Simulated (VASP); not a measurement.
# LiH (Fm-3m) in VASP: notebook

Runs on LiH. Level: r2SCAN. Tasks: relaxation of cell and atoms.

Everything below comes from runs of VASP 6.6.1. Logs are shortened: lines on timing, memory, paths and dates and some standing lists are left out, and cuts for length are marked.

### Step 1. The cell of the first run

It takes space group Fm-3m (No. 225, cubic). Conventional cell: a = 4.005 Å, b = 4.005 Å, c = 4.005 Å, α = 90.00°, β = 90.00°, γ = 90.00°. Li (site symmetry m-3m) has 6 H at 2.00 Å within 2.7 Å. H (site symmetry m-3m) has 6 Li at 2.00 Å within 2.7 Å.

### Step 2. Relaxation of cell and atoms, r2SCAN, target pressure 2 GPa, at which the enthalpy is minimised

POSCAR reads:

```
LiH
1.0
    2.0023268344      2.0023268344      0.0000000000
   -2.0023268344      2.0023268344      0.0000000000
    0.0000000000      2.0023268344      2.0023268344
Li H
1 1
Direct
    0.0000000000      0.0000000000      0.0000000000
    0.5000000000      0.5000000000      0.0000000000
```

INCAR.step1 reads:

```
PREC = Accurate
ENCUT = 600
ISMEAR = 0
SIGMA = 0.01
LREAL = False
LASPH = True
NELM = 60
GGA = PE
ALGO = Normal
EDIFF = 1E-4
LWAVE = True
LCHARG = False
```

INCAR.step2 reads:

```
PREC = Accurate
ENCUT = 600
EDIFF = 1E-6
ISMEAR = 0
SIGMA = 0.01
LREAL = False
LASPH = True
NELM = 60
ALGO = Normal
ISIF = 3
LWAVE = False
LCHARG = False
METAGGA = R2SCAN
LMIXTAU = True
IBRION = 2
NSW = 100
EDIFFG = -0.002
PSTRESS = 20.0
ISTART = 1
```

KPOINTS reads:

```
regular mesh
0
Gamma
  10 10 10
```

Potentials or basis: VASP PAW PBE potentials, release 64 (Li_sv, H).

Launch:

```bash
cat potpaw_PBE.64/Li_sv/POTCAR potpaw_PBE.64/H/POTCAR > POTCAR
cp INCAR.step1 INCAR
mpirun -np 1 vasp_std > vasp.out
cp INCAR.step2 INCAR
mpirun -np 1 vasp_std > vasp.out
```

OUTCAR:

```text
PREC = Accurate
   ENCUT = 600
   EDIFF = 1E-6
   ISMEAR = 0
   LREAL = False
   LASPH = True
   NELM = 60
   ISIF = 3
   METAGGA = R2SCAN
   IBRION = 2
   NSW = 100
   EDIFFG = -0.002
   PSTRESS = 20.0
   ISTART = 1

 ion  position               nearest neighbor table
   1  0.000  0.000  0.000-
   2  0.500  0.500  0.000-

  LATTYP: Found a face centered cubic cell.
 ALAT       =     4.0046536688

  Lattice vectors:

 A1 = (   0.0000000000,   2.0023268344,   2.0023268344)
 A2 = (   2.0023268344,   0.0000000000,   2.0023268344)
 A3 = (   2.0023268344,   2.0023268344,   0.0000000000)

Analysis of symmetry for initial positions (statically):
=====================================================================
 Subroutine PRICEL returns:
 Original cell was already a primitive cell.

 Routine SETGRP: Setting up the symmetry group for a
 face centered cubic supercell.

 Subroutine GETGRP returns: Found 48 space group operations
 (whereof 48 operations were pure point group operations)
 out of a pool of 48 trial point group operations.

The static configuration has the point symmetry O_h .

Analysis of symmetry for dynamics (positions and initial velocities):
=====================================================================
 Subroutine PRICEL returns:
 Original cell was already a primitive cell.

 Routine SETGRP: Setting up the symmetry group for a
 face centered cubic supercell.

 Subroutine GETGRP returns: Found 48 space group operations
 (whereof 48 operations were pure point group operations)
 out of a pool of 48 trial point group operations.

The dynamic configuration has the point symmetry O_h .

 Subroutine INISYM returns: Found 48 space group operations
 (whereof 48 operations are pure point group operations),
 and found     1 'primitive' translations

----------------------------------------------------------------------------------------

                                     Primitive cell

  volume of cell :      16.0559

  direct lattice vectors                    reciprocal lattice vectors
     2.002326834  2.002326834  0.000000000     0.249709484  0.249709484 -0.249709484
    -2.002326834  2.002326834  0.000000000    -0.249709484  0.249709484 -0.249709484
     0.000000000  2.002326834  2.002326834     0.000000000  0.000000000  0.499418967

  length of vectors
     2.831717766  2.831717766  2.831717766     0.432509513  0.432509513  0.499418967

  position of ions in fractional coordinates (direct lattice)
     0.000000000  0.000000000  0.000000000
     0.500000000  0.500000000  0.000000000

  ion indices of the primitive-cell ions
   primitive index   ion index
                 1           1
                 2           2

----------------------------------------------------------------------------------------

 KPOINTS: regular mesh

Automatic generation of k-mesh.
 Grid dimensions read from file:
 generate k-points for:   10   10   10

 Generating k-lattice:

  Cartesian coordinates                     Fractional coordinates (reciprocal lattice)
     0.024970948  0.024970948 -0.024970948     0.100000000  0.000000000  0.000000000
    -0.024970948  0.024970948 -0.024970948     0.000000000  0.100000000  0.000000000
     0.000000000  0.000000000  0.049941897     0.000000000  0.000000000  0.100000000

  Length of vectors
     0.043250951  0.043250951  0.049941897

  Shift w.r.t. Gamma in fractional coordinates (k-lattice)
     0.000000000  0.000000000  0.000000000

 Subroutine IBZKPT returns following result:
 ===========================================

 Found     47 irreducible k-points:

 Following reciprocal coordinates:
            Coordinates               Weight
  0.000000  0.000000  0.000000      1.000000
  0.100000  0.000000  0.000000      8.000000
  0.200000  0.000000  0.000000      8.000000
  0.300000  0.000000  0.000000      8.000000
  0.400000  0.000000  0.000000      8.000000
  0.500000  0.000000  0.000000      4.000000
[... 16 lines left out ...]
  0.300000  0.300000  0.000000     12.000000
  0.400000  0.300000  0.000000     24.000000
 [... further k-points ...]
   k-points           NKPTS =     47   k-points in BZ     NKDIM =     47   number of bands    NBANDS=      6
   number of dos      NEDOS =    301   number of ions     NIONS =      2
   total plane-waves  NPLWV =  13824
   dimension x,y,z NGX =    24 NGY =   24 NGZ =   24
   dimension x,y,z NGXF=    48 NGYF=   48 NGZF=   48
   ions per type =               1   1
   NGX,Y,Z   is equivalent  to a cutoff of  14.09, 14.09, 14.09 a.u.
   NGXF,Y,Z  is equivalent  to a cutoff of  28.18, 28.18, 28.18 a.u.
 SYSTEM =  unknown system
   PREC   = accura    normal or accurate (medium, high low for compatibility)
   ISTART =      1    job   : 0-new  1-cont  2-samecut
   ICHARG =      0    charge: 1-file 2-atom 10-const
   ISPIN  =      1    spin polarized calculation?
   LNONCOLLINEAR =      F non collinear calculations
   LSORBIT =      F    spin-orbit coupling
   LASPH  =      T    aspherical Exc in radial PAW
   ENCUT  =  600.0 eV  44.10 Ry    6.64 a.u.   5.66  5.66  5.66*2*pi/ulx,y,z
   NELM   =     60;   NELMIN=  2; NELMDL=  0     # of ELM steps
   EDIFF  = 0.1E-05   stopping-criterion for ELM
   LREAL  =      F    real-space projection
   EDIFFG = -.2E-02   stopping-criterion for IOM
   NSW    =    100    number of steps for IOM
   IBRION =      2    ionic relax: 0-MD 1-quasi-New 2-CG
   NFREE  =      1    steps in history (QN), initial steepest desc. (CG)
   ISIF   =      3    stress and relaxation
   ISYM   =      2    0-nonsym 1-usesym 2-fastsym
   POTIM  = 0.5000    time-step for ionic-motion
   TEBEG  =    0.0;   TEEND  =   0.0 temperature during run
   PSTRESS=   20.0 pullay stress
   NELECT =       4.0000    total number of electrons
   NUPDOWN=      -1.0000    fix difference up-down
   EMIN   =  10.00;   EMAX   =-10.00  energy-range for DOS
   EFERMI =   0.00;   METHOD = LEGACY
   ISMEAR =     0;   SIGMA  =   0.01  broadening in eV -4-tet -1-fermi 0-gaus
   EFERMI_NEDOS =   21; number of points for ismear=-14 and -15
   IALGO  =     38    algorithm
   IMIX   =      4    mixing-type and parameters
     AMIX     =   0.40;   BMIX     =  1.00
     AMIX_MAG =   1.60;   BMIX_MAG =  1.00
  volume/ion in A,a.u.               =       8.03        54.18
  Fermi-wavevector in a.u.,A,eV,Ry     =   1.030109  1.946624 14.437477  1.061125
  Thomas-Fermi vector in A             =   2.164191
   LORBIT       =      0    0 simple, 1 ext, 2 COOP (PROOUT), +10 PAW based schemes
   METAGGA = R2SCAN    functional components
   LHFCALC =     F    Hartree Fock is set to
   AEXX    =    0.0000 exact exchange contribution
   IVDW    =     0    specifies the selected vdW correction
   LEPSILON=     F    determine dielectric tensor
   LRPA    =     F    only Hartree local field effects (RPA)
 conjugate gradient relaxation of ions
 non-spin polarized calculation
 Gauss-broadening in eV      SIGMA  =   0.01
  energy-cutoff  :      600.00
  volume of cell :       16.06
 maximum number of plane-waves:       548
   NGX = 11   NGY = 11   NGZ = 11

--------------------------------------- Ionic step        1  -------------------------------------------

 number of electron       3.9999995 magnetization

 Free energy of the ion-electron system (eV)
  ---------------------------------------------------
  ext. energy  EPLUGINS =         0.00000000
  ---------------------------------------------------
  free energy    TOTEN  =        -6.81999781 eV

  energy without entropy =       -6.81999781  energy(sigma->0) =       -6.81999781

 E-fermi :  -0.1031     XC(G=0):  -8.8349

 val. band max:       -0.1711419664   @ k =   0.5000   0.5000   0.0000
 cond. band min:       3.4046852948   @ k =   0.5000   0.5000   0.0000
 fundamental gap:      3.5758272612
 Fermi energy:        -0.1031180164

 k-point     1 :       0.0000    0.0000    0.0000
  band No.  band energies     occupation
      1     -45.9065      2.00000
      2      -5.6283      2.00000
      3      17.4932      0.00000
      4      19.2506      0.00000
      5      19.2509      0.00000
      6      19.2512      0.00000

 k-point     2 :       0.1000    0.0000    0.0000
  band No.  band energies     occupation
      1     -45.9022      2.00000
      2      -5.4483      2.00000
      3      15.7235      0.00000
      4      18.2376      0.00000
      5      18.7988      0.00000
      6      18.7992      0.00000
[... 303 lines left out ...]
  FREE ENERGIE OF THE ION-ELECTRON SYSTEM (eV)
  ---------------------------------------------------
  free  energy   TOTEN  =        -6.8164104537 eV

  energy  without entropy=       -6.8164104537  energy(sigma->0) =       -6.81641045

  enthalpy is  TOTEN    =        -6.6261301839 eV   P V=        0.1902802698

--------------------------------------- Ionic step        4  -------------------------------------------

 number of electron       4.0000000 magnetization

 Free energy of the ion-electron system (eV)
  ---------------------------------------------------
  ext. energy  EPLUGINS =         0.00000000
  ---------------------------------------------------
  free energy    TOTEN  =        -6.81614815 eV

  energy without entropy =       -6.81614815  energy(sigma->0) =       -6.81614815

 E-fermi :   0.1206     XC(G=0):  -9.0237

 val. band max:        0.0753533673   @ k =   0.5000   0.5000   0.0000
 cond. band min:       3.6195408920   @ k =   0.5000   0.5000   0.0000
 fundamental gap:      3.5441875248
 Fermi energy:         0.1205659817

 k-point     1 :       0.0000    0.0000    0.0000
  band No.  band energies     occupation
      1     -45.5938      2.00000
      2      -5.5891      2.00000
      3      18.4712      0.00000
      4      20.0771      0.00000
      5      20.0775      0.00000
      6      20.0780      0.00000

 k-point     2 :       0.1000    0.0000    0.0000
  band No.  band energies     occupation
      1     -45.5886      2.00000
      2      -5.4060      2.00000
      3      16.5226      0.00000
      4      19.1052      0.00000
      5      19.6022      0.00000
      6      19.6027      0.00000
[... 220 lines left out ...]
 POSITION                                       TOTAL-FORCE (eV/Angst)
 -----------------------------------------------------------------------------------
     -0.00000      0.00000     -0.00000        -0.000000      0.000000      0.000000
      0.00000      1.96706     -0.00000         0.000000     -0.000000      0.000000
 -----------------------------------------------------------------------------------
    total drift:                                0.000000     -0.000000     -0.000000

  FREE ENERGIE OF THE ION-ELECTRON SYSTEM (eV)
  ---------------------------------------------------
  free  energy   TOTEN  =        -6.8161481526 eV

  energy  without entropy=       -6.8161481526  energy(sigma->0) =       -6.81614815

  enthalpy is  TOTEN    =        -6.6261277801 eV   P V=        0.1900203725

 reached required accuracy - stopping structural energy minimisation
```

It took 23 s on 1 thread of Intel Xeon 6975P-C (Granite Rapids), shared host; peak memory 0.13 GiB.

Results:

| Quantity | Value |
| --- | --- |
| Free energy | -6.8161 eV |
| Relaxed volume | 7.61 Å³/atom |
| Relaxed cell | a = 2.782 Å, b = 2.782 Å, c = 2.782 Å, α = 60.00°, β = 60.00°, γ = 90.00° |
| Space group after relaxing (to 0.1 Å) | Fm-3m (No. 225) |
| Energy change on relaxing (the run minimises the enthalpy) | +1.9 meV/atom |
| Ionic steps | 4 |
| Pressure after relaxing | 2.0 GPa |
| Band gap on the k mesh | 3.54 eV |

Step by step:
```tsv
step	energy change (eV)	largest force (eV/Å)	pressure (GPa)	volume (Å³)
1	0.0000	0.0000	-0.32	16.06
2	0.0000	0.0000	0.29	15.79
3	0.0036	0.0000	1.93	15.24
4	0.0038	0.0000	2.00	15.22
```

Final structure:
```cif
data_structure
_symmetry_space_group_name_H-M 'P 1'
_symmetry_Int_Tables_number 1
_cell_length_a 2.7818
_cell_length_b 2.7818
_cell_length_c 2.7818
_cell_angle_alpha 60.000
_cell_angle_beta 60.000
_cell_angle_gamma 90.000
_cell_volume 15.22
loop_
_atom_site_label
_atom_site_type_symbol
_atom_site_fract_x
_atom_site_fract_y
_atom_site_fract_z
_atom_site_occupancy
Li1 Li 0.00000 0.00000 0.00000 1
H1 H 0.50000 0.50000 0.00000 1
```

Levels at points of the mesh, in eV from the valence-band top:
```
           k point  band 1  band 2  band 3  band 4  band 5  band 6
(0.00, 0.00, 0.00)  -45.67   -5.66   18.40   20.00   20.00   20.00
(0.50, 0.00, 0.00)  -45.61   -2.80    5.81   15.45   18.70   18.70
(0.50, 0.50, 0.00)  -45.60    0.00    3.54   12.03   12.03   15.41
```

Caveat: the cutoff is under 1.25 times the usual one of these potentials, so pressure, stress and relaxed cells hold a basis-set (Pulay) error; the cell is relaxed towards a set pressure, so the run minimises the enthalpy, not the energy; the PAW data sets were made with another functional, which shifts forces and pressure a little. A k mesh can miss the band edges.

[end of part 1 of 2]
